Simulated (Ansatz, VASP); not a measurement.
**NaH in VASP and in Ansatz**

```
Na H
1.0
     3.27671    0.00000    0.00000
    -1.63836    2.83772    0.00000
     0.00000    0.00000    5.76503
Na H
2 2
Direct
  0.00000 0.00000 0.00000
  0.00000 0.00000 0.50000
  0.33333 0.66667 0.25000
  0.66667 0.33333 0.75000
```

Alike in both runs: task single point; functional PBE; k mesh 9 × 9 × 4; no spin polarisation.

```csv
,VASP,Ansatz
version,VASP 6.6.1,Ansatz 0.2.0
potentials or method,"VASP PAW PBE potentials, release 64 (Na_pv, H)","plane waves, PAW"
plane-wave cutoff (eV),520,420
occupations,"gaussian, width 0.01 eV",fixed
valence electrons in the cell,16,20
```

|  | VASP | Ansatz | Ansatz less VASP |
| --- | --- | --- | --- |
| gap on the k mesh at the Fermi level (eV) | 3.48 | 3.48 | +0.002 |
| pressure (GPa) | 1.5 | 1.6 | +0.03 |
| traceless stress, the component that is largest in VASP (GPa) | 0.15 | 0.14 | -0.003 |

VASP's potentials hold 16 valence electrons a cell and Ansatz's 20, so a difference there can come from the potentials and not from the codes.
